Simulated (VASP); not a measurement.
Here is a VASP 6.6.1 calculation.

INCAR

```
PREC = Accurate ; ENCUT = 520
EDIFF = 1E-7 ; ISMEAR = -1
SIGMA = 0.02 ; LREAL = F
LASPH = T ; NELM = 60
ALGO = Normal ; ISIF = 2
LWAVE = F ; LCHARG = F
GGA = PE ; NBANDS = 16
```

KPOINTS

```
regular mesh
0
Gamma
  8 8 8
```

Contents of POSCAR:

```
CuI
1.0
    0.0000000000      3.0120289470      3.0120289470
    3.0120289470      0.0000000000      3.0120289470
    3.0120289470      3.0120289470      0.0000000000
Cu I
1 1
Direct
    0.0000000000      0.0000000000      0.0000000000
    0.2500000000      0.2500000000      0.2500000000
```

Potentials or basis: VASP PAW PBE potentials, release 64 (Cu, I).

The run is started by

```console
$ cat potpaw_PBE.64/Cu/POTCAR potpaw_PBE.64/I/POTCAR > POTCAR
$ mpirun -np 1 vasp_std > vasp.out
```

Question: What does it give for the band gap on the k mesh?

Answer: 1.20 eV, direct.

Question: What does it give for the pressure?

Answer: 1.2 GPa.

Caveat: spin-orbit coupling is left out, which moves the levels of the heavy elements. PBE gaps usually lie below the measured ones, often by a third to a half.
